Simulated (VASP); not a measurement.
Here is a VASP 6.6.1 calculation.

INCAR

```
SYSTEM = MgS
PREC = Accurate
ENCUT = 520
EDIFF = 1E-7
ISMEAR = -1
SIGMA = 0.02
LREAL = .False.
LASPH = .True.
NELM = 60
ALGO = Normal
ISIF = 2
LWAVE = .False.
LCHARG = .False.
GGA = PE
NBANDS = 11
```

The input KPOINTS:

```
regular mesh
0
Gamma
  8 8 8
  0 0 0
```

POSCAR

```
MgS
1.0
    0.0000000000      2.7779394421      2.7779394421
    2.7779394421      0.0000000000      2.7779394421
    2.7779394421      2.7779394421      0.0000000000
Mg S
1 1
Direct
    0.0000000000      0.0000000000      0.0000000000
    0.2500000000      0.2500000000      0.2500000000
```

Potentials or basis: VASP PAW PBE potentials, release 64 (Mg, S).

The run is started by

```sh
$ cat potpaw_PBE.64/Mg/POTCAR potpaw_PBE.64/S/POTCAR > POTCAR
$ mpirun -np 1 vasp_std > vasp.out
```

Problem. Estimate the band gap on the k mesh.

Solution. 3.75 eV, direct.

Problem. What does it give for the pressure?

Solution. 4.7 GPa.

Caveat: the cell differs from its parent crystal (strain -1.9%). A k mesh can miss the band edges.
